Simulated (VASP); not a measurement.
Runs of VASP 6.6.1 on TaTe. The structure is that of space group Fm-3m (No. 225), or close to it. The cells are those of the table. 

```tsv
cell	smearing	gap on the mesh (eV)	pressure (GPa)	moment (μB)
a = 4.001 Å, angles 60.0°, 2 atoms	gaussian 0.05 eV	none	2.3	0.13
a = 4.028 Å, angles 60.0°, 2 atoms	gaussian 0.05 eV	none	0.0	0.17
a = 4.028 Å, angles 60.0°, 2 atoms	tetrahedron	none	0.5	0.05
a = 3.952 Å, angles 60.0°, 2 atoms	gaussian 0.05 eV	none	7.0	0.01
a = 3.973 Å, angles 60.0°, 2 atoms	gaussian 0.05 eV	none	(a)	(b)
a = 4.025 Å, angles 60.0°, 2 atoms	gaussian 0.05 eV	none	0.2	(c)
```

Alike in all rows: task single point; level PBE; potentials or basis VASP PAW PBE potentials, release 64 (Ta_pv, Te); spin collinear; k mesh 10 × 10 × 10; cutoff (eV) 520.

Task: Estimate the missing entries.

Result: (a) 4.9; (b) 0.00; (c) 0.16.

Caveats: spin-orbit coupling is left out, which moves the levels of the heavy elements; the cell stands under pressure (at least some runs).

A k mesh can miss the band edges, and the runs leave out spin-orbit coupling on Ta, Te.

A gap of «none» marks levels without a gap at the run's occupations.
